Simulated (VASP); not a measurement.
# MgO (Pm-3m) in VASP: notebook, part 2 of 2

VASP 6.6.1. The steps go on from the part before.

**3. Single point, PBEsol (volume scaled by 0.960)**

File INCAR:

```
PREC = Accurate ; ENCUT = 520
EDIFF = 1E-7 ; ISMEAR = 0
SIGMA = 0.05 ; LREAL = F
LASPH = T ; NELM = 60
ALGO = Normal ; ISIF = 2
LWAVE = F ; LCHARG = F
GGA = PS ; NBANDS = 11
```

File KPOINTS:

```
Automatic mesh
0
Gamma
  14 14 14
```

File POSCAR:

```
MgO
1.0
    2.5975744881      0.0000000000      0.0000000000
    0.0000000000      2.5975744881      0.0000000000
    0.0000000000      0.0000000000      2.5975744881
Mg O
1 1
Direct
    0.0000000000      0.0000000000      0.0000000000
    0.5000000000      0.5000000000      0.5000000000
```

Potentials or basis: VASP PAW PBE potentials, release 64 (Mg, O).

The run is started by

```bash
cat potpaw_PBE.64/Mg/POTCAR potpaw_PBE.64/O/POTCAR > POTCAR
mpirun -np 1 vasp_std > vasp.out
```

OUTCAR:

```text
PREC = Accurate
   ENCUT = 520
   EDIFF = 1E-7
   ISMEAR = 0
   LREAL = F
   LASPH = T
   NELM = 60
   ISIF = 2
   GGA = PS

 ion  position               nearest neighbor table
   1  0.000  0.000  0.000-   2 2.25   2 2.25   2 2.25   2 2.25   2 2.25   2 2.25   2 2.25   2 2.25

   2  0.500  0.500  0.500-   1 2.25   1 2.25   1 2.25   1 2.25   1 2.25   1 2.25   1 2.25   1 2.25

  LATTYP: Found a simple cubic cell.
 ALAT       =     2.5975744881

  Lattice vectors:

 A1 = (   2.5975744881,   0.0000000000,   0.0000000000)
 A2 = (   0.0000000000,   2.5975744881,   0.0000000000)
 A3 = (   0.0000000000,   0.0000000000,   2.5975744881)

Analysis of symmetry for initial positions (statically):
=====================================================================
 Subroutine PRICEL returns:
 Original cell was already a primitive cell.

 Routine SETGRP: Setting up the symmetry group for a
 simple cubic supercell.

 Subroutine GETGRP returns: Found 48 space group operations
 (whereof 48 operations were pure point group operations)
 out of a pool of 48 trial point group operations.

The static configuration has the point symmetry O_h .

Analysis of symmetry for dynamics (positions and initial velocities):
=====================================================================
 Subroutine PRICEL returns:
 Original cell was already a primitive cell.

 Routine SETGRP: Setting up the symmetry group for a
 simple cubic supercell.

 Subroutine GETGRP returns: Found 48 space group operations
 (whereof 48 operations were pure point group operations)
 out of a pool of 48 trial point group operations.

The dynamic configuration has the point symmetry O_h .

 Subroutine INISYM returns: Found 48 space group operations
 (whereof 48 operations are pure point group operations),
 and found     1 'primitive' translations

----------------------------------------------------------------------------------------

                                     Primitive cell
[... 114 lines left out ...]
  Thomas-Fermi vector in A             =   2.393990
   LORBIT       =      0    0 simple, 1 ext, 2 COOP (PROOUT), +10 PAW based schemes
   GGA     = PS    functional components
   LHFCALC =     F    Hartree Fock is set to
   AEXX    =    0.0000 exact exchange contribution
   IVDW    =     0    specifies the selected vdW correction
   LEPSILON=     F    determine dielectric tensor
   LRPA    =     F    only Hartree local field effects (RPA)
 non-spin polarized calculation
 Gauss-broadening in eV      SIGMA  =   0.05
  energy-cutoff  :      520.00
  volume of cell :       17.53
 maximum number of plane-waves:       484
 NGX is ok and might be reduce to    20
   NGX =  9   NGY =  9   NGZ =  9

 number of electron       8.0000004 magnetization

 Free energy of the ion-electron system (eV)
  ---------------------------------------------------
  ext. energy  EPLUGINS =         0.00000000
  ---------------------------------------------------
  free energy    TOTEN  =       -11.01529678 eV

  energy without entropy =      -11.01529678  energy(sigma->0) =      -11.01529678

 E-fermi :   5.6267     XC(G=0): -11.7217

 val. band max:        5.2895147034   @ k =   0.5000   0.5000   0.0000
 cond. band min:       8.1396772081   @ k =   0.0000   0.0000   0.0000
 fundamental gap:      2.8501625047
 Fermi energy:         5.6267261976

 k-point     1 :       0.0000    0.0000    0.0000
  band No.  band energies     occupation
      1     -13.4659      2.00000
      2       4.2242      2.00000
      3       4.2242      2.00000
      4       4.2242      2.00000
      5       8.1397      0.00000
      6      15.6358      0.00000
      7      15.6358      0.00000
      8      26.1749      0.00000
      9      26.1749      0.00000
     10      26.1749      0.00000
     11      33.2653      0.00000
[... 309 lines left out ...]
 k-point    24 :       0.3571    0.2143    0.0000
  band No.  band energies     occupation
      1     -12.0568      2.00000
      2      -0.1496      2.00000
      3       2.4849      2.00000
      4       4.8103      2.00000
      5      12.7718      0.00000
      6      15.0942      0.00000
      7      17.5826      0.00000
      8      23.0823      0.00000
      9      24.5105      0.00000
     10      26.5139      0.00000
     11      27.3061      0.00000

 [... further k-points ...]
[... 5 lines left out ...]
  --------------------------------------------------------------------------------------
  -------------------------------------------------------------------------------------
  Total        0.6621714      0.6621714      0.6621714      0.0000000     -0.0000000     -0.0000000
  in kB       60.5308785     60.5308785     60.5308785      0.0000000     -0.0000000     -0.0000000
  external PRESSURE =      60.5308785 kB  Pullay stress =       0.0000000 kB

 VOLUME and BASIS-vectors are now :
 -----------------------------------------------------------------------------
  energy-cutoff  :      520.00
  volume of cell :       17.53
      direct lattice vectors                 reciprocal lattice vectors
     2.597574488  0.000000000  0.000000000     0.384974523  0.000000000  0.000000000
     0.000000000  2.597574488  0.000000000     0.000000000  0.384974523  0.000000000
     0.000000000  0.000000000  2.597574488     0.000000000  0.000000000  0.384974523

 POSITION                                       TOTAL-FORCE (eV/Angst)
 -----------------------------------------------------------------------------------
      0.00000      0.00000      0.00000         0.000000      0.000000      0.000000
      1.29879      1.29879      1.29879         0.000000      0.000000      0.000000
 -----------------------------------------------------------------------------------
    total drift:                                0.000000      0.000000      0.000000

  FREE ENERGIE OF THE ION-ELECTRON SYSTEM (eV)
  ---------------------------------------------------
  free  energy   TOTEN  =       -11.0152967755 eV

  energy  without entropy=      -11.0152967755  energy(sigma->0) =      -11.01529678
```

stdout:

```text
POSCAR found type information on POSCAR MgO
 POSCAR found :  2 types and       2 ions
 scaLAPACK will be used
 -----------------------------------------------------------------------------
|                                                                             |
|                                                                             |
|     You enforced a specific xc type in the INCAR file but a different       |
|     I HOPE YOU KNOW WHAT YOU ARE DOING!                                     |
|                                                                             |
 -----------------------------------------------------------------------------

 LDA part: xc-table for (Slater+PW92), standard interpolation
 POSCAR, INCAR and KPOINTS ok, starting setup
 FFT: planning ... GRIDC
 FFT: planning ... GRID_SOFT
 FFT: planning ... GRID
 WAVECAR not read
 entering main loop
```

It took 14 s on 1 thread of Intel Xeon Platinum 8488C (Sapphire Rapids), shared host; peak memory 0.14 GiB.

What came out:

```yaml
Free_energy: -11.0153 eV
Pressure: 6.1 GPa
Band_gap_on_the_k_mesh: 2.85 eV, indirect (least direct gap 3.92 eV)
```

Caveat: the cell differs from its parent crystal (volume scaled by 0.960); the PAW data sets were made with another functional, which shifts forces and pressure a little.

**4. Single point, PBEsol**

This run uses another cell than the first one, of 9.13 Å³/atom, 1.087 times its volume.

File INCAR:

```
PREC     = Accurate       # precision mode
ENCUT    = 520            # plane-wave cutoff, eV
EDIFF    = 1E-6           # SCF threshold, eV
ISMEAR   = 0              # smearing method
SIGMA    = 0.05           # smearing width, eV
LREAL    = F              # projectors in reciprocal space
LASPH    = T              # aspherical terms in the spheres
NELM     = 100            # most SCF steps
ALGO     = Normal         # electronic algorithm
ISIF     = 2              # what is computed and relaxed
LWAVE    = F              # write WAVECAR
LCHARG   = F              # write CHGCAR
GGA      = PS             # functional
NBANDS   = 11             # bands
```

KPOINTS is that of step 3.

File POSCAR:

```
MgO
1.0
    2.6331621225      0.0000000000      0.0000000000
    0.0000000000      2.6331621225      0.0000000000
    0.0000000000      0.0000000000      2.6331621225
Mg O
1 1
Direct
    0.0000000000      0.0000000000      0.0000000000
    0.5000000000      0.5000000000      0.5000000000
```

Potentials or basis: VASP PAW PBE potentials, release 64 (Mg, O).

The run is started by

```bash
cat potpaw_PBE.64/Mg/POTCAR potpaw_PBE.64/O/POTCAR > POTCAR
mpirun -np 1 vasp_std > vasp.out
```

OUTCAR:

```text
PREC = Accurate
   ENCUT = 520
   EDIFF = 1E-6
   ISMEAR = 0
   LREAL = F
   LASPH = T
   NELM = 100
   ISIF = 2
   GGA = PS

 ion  position               nearest neighbor table
   1  0.000  0.000  0.000-   2 2.28   2 2.28   2 2.28   2 2.28   2 2.28   2 2.28   2 2.28   2 2.28

   2  0.500  0.500  0.500-   1 2.28   1 2.28   1 2.28   1 2.28   1 2.28   1 2.28   1 2.28   1 2.28

  LATTYP: Found a simple cubic cell.
 ALAT       =     2.6331621225

  Lattice vectors:

 A1 = (   2.6331621225,   0.0000000000,   0.0000000000)
 A2 = (   0.0000000000,   2.6331621225,   0.0000000000)
 A3 = (   0.0000000000,   0.0000000000,   2.6331621225)

Analysis of symmetry for initial positions (statically):
=====================================================================
 Subroutine PRICEL returns:
 Original cell was already a primitive cell.

 Routine SETGRP: Setting up the symmetry group for a
 simple cubic supercell.

 Subroutine GETGRP returns: Found 48 space group operations
 (whereof 48 operations were pure point group operations)
 out of a pool of 48 trial point group operations.

The static configuration has the point symmetry O_h .

Analysis of symmetry for dynamics (positions and initial velocities):
=====================================================================
 Subroutine PRICEL returns:
 Original cell was already a primitive cell.

 Routine SETGRP: Setting up the symmetry group for a
 simple cubic supercell.

 Subroutine GETGRP returns: Found 48 space group operations
 (whereof 48 operations were pure point group operations)
 out of a pool of 48 trial point group operations.

The dynamic configuration has the point symmetry O_h .

 Subroutine INISYM returns: Found 48 space group operations
 (whereof 48 operations are pure point group operations),
 and found     1 'primitive' translations

----------------------------------------------------------------------------------------

                                     Primitive cell

  volume of cell :      18.2571

  direct lattice vectors                    reciprocal lattice vectors
     2.633162122  0.000000000  0.000000000     0.379771527  0.000000000  0.000000000
     0.000000000  2.633162122  0.000000000     0.000000000  0.379771527  0.000000000
     0.000000000  0.000000000  2.633162122     0.000000000  0.000000000  0.379771527

  length of vectors
     2.633162122  2.633162122  2.633162122     0.379771527  0.379771527  0.379771527

  position of ions in fractional coordinates (direct lattice)
     0.000000000  0.000000000  0.000000000
     0.500000000  0.500000000  0.500000000

  ion indices of the primitive-cell ions
   primitive index   ion index
                 1           1
                 2           2

----------------------------------------------------------------------------------------

 KPOINTS: Automatic mesh

Automatic generation of k-mesh.
 Grid dimensions read from file:
 generate k-points for:   14   14   14

 Generating k-lattice:

  Cartesian coordinates                     Fractional coordinates (reciprocal lattice)
     0.027126538  0.000000000  0.000000000     0.071428571  0.000000000  0.000000000
     0.000000000  0.027126538  0.000000000     0.000000000  0.071428571  0.000000000
     0.000000000  0.000000000  0.027126538     0.000000000  0.000000000  0.071428571

  Length of vectors
     0.027126538  0.027126538  0.027126538

  Shift w.r.t. Gamma in fractional coordinates (k-lattice)
     0.000000000  0.000000000  0.000000000

 Subroutine IBZKPT returns following result:
 ===========================================

 Found    120 irreducible k-points:

 Following reciprocal coordinates:
            Coordinates               Weight
  0.000000  0.000000  0.000000      1.000000
  0.071429  0.000000  0.000000      6.000000
  0.142857  0.000000  0.000000      6.000000
  0.214286  0.000000  0.000000      6.000000
  0.285714  0.000000  0.000000      6.000000
  0.357143  0.000000  0.000000      6.000000
[... 16 lines left out ...]
  0.285714  0.214286  0.000000     24.000000
  0.357143  0.214286  0.000000     24.000000
 [... further k-points ...]
   k-points           NKPTS =    120   k-points in BZ     NKDIM =    120   number of bands    NBANDS=     11
   number of dos      NEDOS =    301   number of ions     NIONS =      2
   total plane-waves  NPLWV =   8000
   dimension x,y,z NGX =    20 NGY =   20 NGZ =   20
   dimension x,y,z NGXF=    40 NGYF=   40 NGZF=   40
   ions per type =               1   1
   NGX,Y,Z   is equivalent  to a cutoff of  12.63, 12.63, 12.63 a.u.
   NGXF,Y,Z  is equivalent  to a cutoff of  25.25, 25.25, 25.25 a.u.
 SYSTEM =  unknown system
   PREC   = accura    normal or accurate (medium, high low for compatibility)
   ISTART =      0    job   : 0-new  1-cont  2-samecut
   ICHARG =      2    charge: 1-file 2-atom 10-const
   ISPIN  =      1    spin polarized calculation?
   LNONCOLLINEAR =      F non collinear calculations
   LSORBIT =      F    spin-orbit coupling
   LASPH  =      T    aspherical Exc in radial PAW
   ENCUT  =  520.0 eV  38.22 Ry    6.18 a.u.   4.90  4.90  4.90*2*pi/ulx,y,z
   NELM   =    100;   NELMIN=  2; NELMDL= -5     # of ELM steps
   EDIFF  = 0.1E-05   stopping-criterion for ELM
   LREAL  =      F    real-space projection
   EDIFFG = 0.1E-04   stopping-criterion for IOM
   NSW    =      0    number of steps for IOM
   IBRION =     -1    ionic relax: 0-MD 1-quasi-New 2-CG
   NFREE  =      0    steps in history (QN), initial steepest desc. (CG)
   ISIF   =      2    stress and relaxation
   ISYM   =      2    0-nonsym 1-usesym 2-fastsym
   POTIM  = 0.5000    time-step for ionic-motion
   TEBEG  =    0.0;   TEEND  =   0.0 temperature during run
   PSTRESS=    0.0 pullay stress
   NELECT =       8.0000    total number of electrons
   NUPDOWN=      -1.0000    fix difference up-down
   EMIN   =  10.00;   EMAX   =-10.00  energy-range for DOS
   EFERMI =   0.00;   METHOD = LEGACY
   ISMEAR =     0;   SIGMA  =   0.05  broadening in eV -4-tet -1-fermi 0-gaus
   EFERMI_NEDOS =   21; number of points for ismear=-14 and -15
   IALGO  =     38    algorithm
   IMIX   =      4    mixing-type and parameters
     AMIX     =   0.40;   BMIX     =  1.00
     AMIX_MAG =   1.60;   BMIX_MAG =  1.00
  volume/ion in A,a.u.               =       9.13        61.60
  Fermi-wavevector in a.u.,A,eV,Ry     =   1.243447  2.349774 21.036785  1.546160
  Thomas-Fermi vector in A             =   2.377757
   LORBIT       =      0    0 simple, 1 ext, 2 COOP (PROOUT), +10 PAW based schemes
   GGA     = PS    functional components
   LHFCALC =     F    Hartree Fock is set to
   AEXX    =    0.0000 exact exchange contribution
   IVDW    =     0    specifies the selected vdW correction
   LEPSILON=     F    determine dielectric tensor
   LRPA    =     F    only Hartree local field effects (RPA)
 non-spin polarized calculation
 Gauss-broadening in eV      SIGMA  =   0.05
  energy-cutoff  :      520.00
  volume of cell :       18.26
 maximum number of plane-waves:       508
 NGX is ok and might be reduce to    20
   NGX =  9   NGY =  9   NGZ =  9

 number of electron       7.9999997 magnetization

 Free energy of the ion-electron system (eV)
  ---------------------------------------------------
  ext. energy  EPLUGINS =         0.00000000
  ---------------------------------------------------
  free energy    TOTEN  =       -11.02841628 eV

  energy without entropy =      -11.02841628  energy(sigma->0) =      -11.02841628

 E-fermi :   5.2002     XC(G=0): -11.5229

 val. band max:        4.9052512845   @ k =   0.5000   0.5000   0.0000
 cond. band min:       7.3745970166   @ k =   0.0000   0.0000   0.0000
 fundamental gap:      2.4693457322
 Fermi energy:         5.2001816631

 k-point     1 :       0.0000    0.0000    0.0000
  band No.  band energies     occupation
      1     -13.5617      2.00000
      2       3.8869      2.00000
      3       3.8869      2.00000
      4       3.8869      2.00000
      5       7.3746      0.00000
      6      15.1822      0.00000
      7      15.1822      0.00000
      8      25.1192      0.00000
      9      25.1192      0.00000
     10      25.1192      0.00000
     11      32.3342      0.00000
[... 309 lines left out ...]
 k-point    24 :       0.3571    0.2143    0.0000
  band No.  band energies     occupation
      1     -12.2500      2.00000
      2      -0.3353      2.00000
      3       2.2150      2.00000
      4       4.4522      2.00000
      5      12.0183      0.00000
      6      14.4343      0.00000
      7      16.8725      0.00000
      8      22.3608      0.00000
      9      23.6564      0.00000
     10      25.6030      0.00000
     11      26.5094      0.00000

 [... further k-points ...]
[... 5 lines left out ...]
  --------------------------------------------------------------------------------------
  -------------------------------------------------------------------------------------
  Total       -0.0580954     -0.0580954     -0.0580954      0.0000000      0.0000000     -0.0000000
  in kB       -5.0982335     -5.0982335     -5.0982335      0.0000000      0.0000000     -0.0000000
  external PRESSURE =      -5.0982335 kB  Pullay stress =       0.0000000 kB

 VOLUME and BASIS-vectors are now :
 -----------------------------------------------------------------------------
  energy-cutoff  :      520.00
  volume of cell :       18.26
      direct lattice vectors                 reciprocal lattice vectors
     2.633162122  0.000000000  0.000000000     0.379771527  0.000000000  0.000000000
     0.000000000  2.633162122  0.000000000     0.000000000  0.379771527  0.000000000
     0.000000000  0.000000000  2.633162122     0.000000000  0.000000000  0.379771527

 POSITION                                       TOTAL-FORCE (eV/Angst)
 -----------------------------------------------------------------------------------
      0.00000      0.00000      0.00000         0.000000      0.000000      0.000000
      1.31658      1.31658      1.31658         0.000000      0.000000      0.000000
 -----------------------------------------------------------------------------------
    total drift:                                0.000000      0.000000      0.000000

  FREE ENERGIE OF THE ION-ELECTRON SYSTEM (eV)
  ---------------------------------------------------
  free  energy   TOTEN  =       -11.0284162849 eV

  energy  without entropy=      -11.0284162849  energy(sigma->0) =      -11.02841628
```

It took 11 s on 1 thread of Intel Xeon Platinum 8488C (Sapphire Rapids), shared host; peak memory 0.14 GiB.

Results:

```
Free energy            : -11.0284 eV
Pressure               : -0.5 GPa
Band gap on the k mesh : 2.47 eV, indirect (least direct gap 3.49 eV)
```

Caveat: the PAW data sets were made with another functional, which shifts forces and pressure a little. A k mesh can miss the band edges.

**5. The runs side by side**

| cell | gap on the mesh (eV) | pressure (GPa) |
| --- | --- | --- |
| a = 2.561 Å, 2 atoms | 3.27 | 14.1 |
| a = 2.598 Å, 2 atoms | 2.85 | 6.1 |
| a = 2.633 Å, 2 atoms | 2.47 | -0.5 |

Alike in all rows: task single point; level PBEsol; potentials or basis VASP PAW PBE potentials, release 64 (Mg, O); no spin polarisation; k mesh 14 × 14 × 14; cutoff (eV) 520; smearing gaussian 0.05 eV.

Caveats: the PAW data sets were made with another functional, which shifts forces and pressure a little.

Total energies depend on the potentials used, so only differences within one code and one set of settings carry meaning.
